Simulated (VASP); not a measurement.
PbO, 4 atoms in the cell. The structure is tetragonal, space group P4/nmm (No. 129). Conventional cell: a = 4.050 Å, b = 4.050 Å, c = 5.013 Å, α = 90.00°, β = 90.00°, γ = 90.00°. Pb (site symmetry 4mm) has 4 O at 2.35 Å within 3.1 Å. O (site symmetry -4m2) has 4 Pb at 2.35 Å and 4 O at 2.86 Å within 3.1 Å. 

```yaml
Program: VASP 6.6.1
Task: relaxation of cell and atoms
Functional: PBE
Dispersion: D3(BJ)
Potentials_or_basis: VASP PAW PBE potentials, release 64 (Pb_d, O)
Cutoff: 600 eV
k_mesh: 8 × 8 × 6
Occupations: gaussian, width 0.02 eV
Spin: no spin polarisation
Dipole_correction: no
Further_INCAR_settings: ALGO = Normal; EDIFF = 1e-07; IBRION = 2; EDIFFG = -0.003; NSW = 50; ISIF = 3
```

Potentials or basis: VASP PAW PBE potentials, release 64 (Pb_d, O).

Run with:

```bash
$ cat potpaw_PBE.64/Pb_d/POTCAR potpaw_PBE.64/O/POTCAR > POTCAR
$ mpirun -np 1 vasp_std > vasp.out
```

Hardware: 1 thread of Oxide Virtual Turin-like Processor, on a shared host.

**Question.** How long does it take, and how much memory?

**Answer.** Wall time 20 min on 1 thread of Oxide Virtual Turin-like Processor (shared host), peak memory 0.27 GiB. Counts: scf iterations 89, k points 60, ion steps 10.
